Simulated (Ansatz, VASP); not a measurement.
## GaP: VASP beside Ansatz

Contents of POSCAR:

```
GaP
1.0
    0.0000000000      2.8344152589      2.6306866610
    2.8344152589      0.0000000000      2.6306866610
    2.8344152589      2.8344152589      0.0000000000
Ga P
1 1
Direct
    0.0000000000      0.0000000000      0.0000000000
    0.2500000000      0.2500000000      0.2500000000
```

The input INCAR.step1:

```
SYSTEM = GaP
ALGO = Normal ; EDIFF = 1E-5
ENCUT = 520 ; GGA = PE
ISIF = 2 ; ISMEAR = 0
LASPH = .TRUE. ; LCHARG = .FALSE.
LREAL = .FALSE. ; LWAVE = .TRUE.
NBANDS = 16 ; NELM = 60
PREC = Accurate ; SIGMA = 0.01
```

The input INCAR.step2:

```
SYSTEM = GaP
ALGO = Normal ; EDIFF = 1E-6
ENCUT = 520 ; GGA = PE
HFSCREEN = 0.2079 ; ISIF = 2
ISMEAR = 0 ; ISTART = 1
LASPH = .TRUE. ; LCHARG = .FALSE.
LHFCALC = .TRUE. ; LREAL = .FALSE.
LWAVE = .FALSE. ; NBANDS = 16
NELM = 60 ; PREC = Accurate
PRECFOCK = Normal ; SIGMA = 0.01
```

The input KPOINTS:

```
k-points
0
G
  6 6 6
  0 0 0
```

Input for Ansatz:

```yaml
crystal:
  lattice:
    - [0.0, 2.8344152589, 2.630686661]
    - [2.8344152589, 0.0, 2.630686661]
    - [2.8344152589, 2.8344152589, 0.0]
  atoms:
    - { symbol: Ga, position: [0.0, 0.0, 0.0] }
    - { symbol: P, position: [0.25, 0.25, 0.25] }
kpoints:
  mp_grid: { grid: [6, 6, 6] }
  band_path:
    path:
      - [0.0, 0.0, 0.0]
      - [-0.5, -0.5, 0.0]
      - [-0.375, -0.375, 0.25]
      - [-0.375, 0.0, 0.375]
      - [0.0, 0.0, 0.5]
      - [-0.5, -0.25, 0.25]
      - [0.411458, 0.411458, 0.0]
    npoints: 1
hamiltonian:
  xc: hse06
scf:
  occupations: { method: fixed }
  n_extra_bands: 4
output:
  forces: true
  stress: true
  eigenvalues: true
```

Change from the starting cell: epitaxial_xy strain +4.0%.

Alike in both runs: task single point; functional HSE06; k mesh 6 × 6 × 6; no spin polarisation.

|  | VASP | Ansatz |
| --- | --- | --- |
| version | VASP 6.6.1 | Ansatz 0.2.0 |
| potentials or method | VASP PAW PBE potentials, release 64 (Ga_d, P) | plane waves, PAW |
| plane-wave cutoff (eV) | 520 | 420 |
| occupations | gaussian, width 0.01 eV | fixed |
| valence electrons in the cell | 18 | 18 |

|  | VASP | Ansatz | Ansatz less VASP |
| --- | --- | --- | --- |
| gap on the k mesh at the Fermi level (eV) | 1.81 | 1.81 | -0.001 |
| pressure (GPa) | -3.1 | -3.0 | +0.12 |
| traceless stress, the component that is largest in VASP (GPa) | 3.55 | 3.53 | -0.019 |

Ansatz's warnings: stress exchange threshold loose, stress scf threshold loose.
